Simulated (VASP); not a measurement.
A run of VASP 6.6.1 is set up as follows.

Contents of INCAR:

```
PREC = Accurate
ENCUT = 520
EDIFF = 1E-6
ISMEAR = -1
SIGMA = 0.0844
LREAL = Auto
LASPH = T
NELM = 80
ALGO = Normal
ISIF = 2
LWAVE = F
LCHARG = F
GGA = PE
NBANDS = 78
ISYM = 0
```

File KPOINTS:

```
Automatic mesh
0
Gamma
  1 1 1
  0.25 0.25 0.25
```

The input POSCAR:

```
Si5Ni
1.0
    7.1614510000     -0.0505580000     -0.0272950000
   -0.0505580000      7.1365650000     -0.2213880000
   -0.0272950000     -0.2213880000      7.0643700000
Si Ni
20 4
Direct
    0.7029151535      0.3933346867      0.8011435767
    0.3385808464      0.3310048126      0.8853342984
    0.8120057534      0.8695377650      0.3982166738
    0.4232447323      0.5698303381      0.1461047572
    0.7727047122      0.4710933718      0.0997030725
    0.8346574706      0.2396495784      0.4809076417
    0.9477072255      0.8430692389      0.0966097587
    0.4529391877      0.1168826481      0.5882925711
    0.8173086581      0.7991898739      0.8144885514
    0.7777388257      0.1456530278      0.1356865812
    0.9128221524      0.1248509271      0.7965892185
    0.0898505495      0.1817248652      0.1738289720
    0.1696222542      0.6462965202      0.7425170445
    0.1875682961      0.2971272121      0.5358492089
    0.4432903580      0.7802226469      0.8812119894
    0.5190458731     -0.0475081000      0.3188313514
    0.1452671539      0.9070211122      0.4911680245
    0.4832613914      0.5638320211      0.5649589791
    0.8755574700      0.5896339619      0.5584614374
    0.1006093807      0.5287288581      0.0722724542
    0.2213398533      0.5735173015      0.3880427157
    0.5613985199      0.0829101767      0.9038731962
    0.2731063250      0.8672482312      0.1551649742
    0.2379870568      0.0359749627      0.8038037761
```

Potentials or basis: VASP PAW PBE potentials, release 64 (Si, Ni).

Command:

```bash
$ cat potpaw_PBE.64/Si/POTCAR potpaw_PBE.64/Ni/POTCAR > POTCAR
$ mpirun -np 1 vasp_std > vasp.out
```

**Question.** What does it give for the pressure?

**Answer.** 4.4 GPa.

**Question.** Predict the largest force.

**Answer.** 2.234 eV/Å.

**Question.** Predict the band gap on the k mesh.

**Answer.** 0.22 eV.

Forces on the atoms (eV/Å):
```
Si  -0.839 -0.522 -2.004
Si   0.571  0.467 -0.258
Si   0.875 -0.410  0.377
Si   1.466  0.434 -0.210
Si  -0.264  1.006  1.822
Si   0.147  0.197  0.123
Si   0.910 -0.113  1.377
Si   0.039  0.960  0.603
Si  -1.776  0.634 -0.704
Si  -1.459 -0.268  0.522
Si   0.083 -0.262 -0.292
Si   1.479 -0.450  0.090
Si  -0.251 -0.409 -1.031
Si  -0.161 -0.029  0.241
Si   0.868  0.298  0.112
Si   0.044 -0.402 -0.940
Si   0.357  0.029 -0.679
Si   0.200 -0.545  0.723
Si  -0.006 -0.600 -0.853
Si  -0.030  0.030  0.331
Ni  -0.659  0.813  0.719
Ni   0.791  0.192 -0.259
Ni  -1.312  0.151 -0.114
Ni  -1.070 -1.202  0.303
```

Caveat: the k points lie up to 0.89 Å⁻¹ apart. Spin polarisation is off, so any magnetic state and its effect on volume and gap are missing.
